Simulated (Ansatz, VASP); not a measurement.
# One calculation of Zr, two programs

The input INCAR:

```
SYSTEM = Zr
PREC     = Accurate       ! precision mode
ENCUT    = 520            ! plane-wave cutoff, eV
EDIFF    = 1E-6           ! SCF threshold, eV
ISMEAR   = -1             ! smearing method
SIGMA    = 0.05           ! smearing width, eV
LREAL    = .False.        ! projectors in reciprocal space
LASPH    = .True.         ! aspherical terms in the spheres
NELM     = 60             ! most SCF steps
ALGO     = Normal         ! electronic algorithm
ISIF     = 2              ! what is computed and relaxed
LWAVE    = .False.        ! write WAVECAR
LCHARG   = .False.        ! write CHGCAR
GGA      = PE             ! functional
NBANDS   = 19             ! bands
```

File KPOINTS:

```
Automatic mesh
0
Gamma
  12 12 7
  0 0 0
```

Contents of POSCAR:

```
Zr
1.0
    3.2818577673      0.0000000000      0.0000000000
   -1.6409288837      2.8421721981      0.0000000000
    0.0000000000      0.0000000000      5.2402833316
Zr
2
Direct
    0.3333333333      0.6666666667      0.2500000000
    0.6666666667      0.3333333333      0.7500000000
```

Input for Ansatz:

```yaml
crystal:
  lattice:
    - [3.2818577673, 0.0, 0.0]
    - [-1.6409288837, 2.8421721981, 0.0]
    - [0.0, 0.0, 5.2402833316]
  atoms:
    - { symbol: Zr, position: [0.3333333333, 0.6666666667, 0.25] }
    - { symbol: Zr, position: [0.6666666667, 0.3333333333, 0.75] }
kpoints:
  mp_grid: { grid: [12, 12, 7] }
scf:
  occupations: { method: fermi_dirac, width: 0.05 }
hamiltonian:
  xc: pbe
  pseudopotentials: { kind: all_electron, lapw: { basis_error: 0.001 } }
output:
  forces: true
  stress: true
  eigenvalues: true
```

Change from the starting cell: volume scaled by 1.04.

Alike in both runs: task single point; functional PBE; k mesh 12 × 12 × 7; occupations fermi-dirac, width 0.05 eV; no spin polarisation.

|  | VASP | Ansatz |
| --- | --- | --- |
| version | VASP 6.6.1 | Ansatz 0.2.0 |
| potentials or method | VASP PAW PBE potentials, release 64 (Zr_sv), cutoff 520 eV | all-electron LAPW, scalar-relativistic |

|  | VASP | Ansatz | Ansatz less VASP |
| --- | --- | --- | --- |
| pressure (GPa) | -3.8 | -3.8 | +0.01 |

Ansatz ran all-electron here, and VASP with PAW potentials.
